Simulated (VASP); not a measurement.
Wanted: the native input for a VASP 6.6.1 run.

* Task: single point
* Functional: PBEsol
* Potentials or basis: VASP PAW PBE potentials, release 64 (Ba_sv)
* Cutoff: 520 eV
* k mesh: 14 × 14 × 14
* Occupations: fermi-dirac, width 0.1 eV
* Spin: no spin polarisation
* Dipole correction: no
* Further INCAR settings: ALGO = Normal; EDIFF = 1e-07; NBANDS = 11

The structure of Ba lies in POSCAR:

```
Ba
1.0
    3.8080660129      0.0000000000      0.0000000000
    0.0000000000      3.8080660129      0.0000000000
    0.0000000000      0.0000000000      3.8080660129
Ba
1
Direct
    0.0000000000      0.0000000000      0.0000000000
```

This isn't the form of Ba at room conditions, which is bcc.

The input as run:

INCAR

```
SYSTEM = Ba
PREC = Accurate
ENCUT = 520
EDIFF = 1E-7
ISMEAR = -1
SIGMA = 0.1
LREAL = .FALSE.
LASPH = .TRUE.
NELM = 60
ALGO = Normal
ISIF = 2
LWAVE = .FALSE.
LCHARG = .FALSE.
GGA = PS
NBANDS = 11
```

KPOINTS

```
regular mesh
0
G
  14 14 14
  0 0 0
```

Potentials or basis: VASP PAW PBE potentials, release 64 (Ba_sv).

The run is started by

```sh
$ cat potpaw_PBE.64/Ba_sv/POTCAR > POTCAR
$ mpirun -np 1 vasp_std > vasp.out
```

It gave:

* Pressure: 0.3 GPa
* Band gap on the k mesh: zero (bands 5 and 6 overlap by 0.35 eV)

Caveat: the PAW data sets were made with another functional, which shifts forces and pressure a little; spin-orbit coupling is left out, which moves the levels of the heavy elements.

Wall time 18 s on 1 thread of Intel(R) Xeon(R) 6975P-C (Granite Rapids) (shared host), peak memory 0.2 GiB.
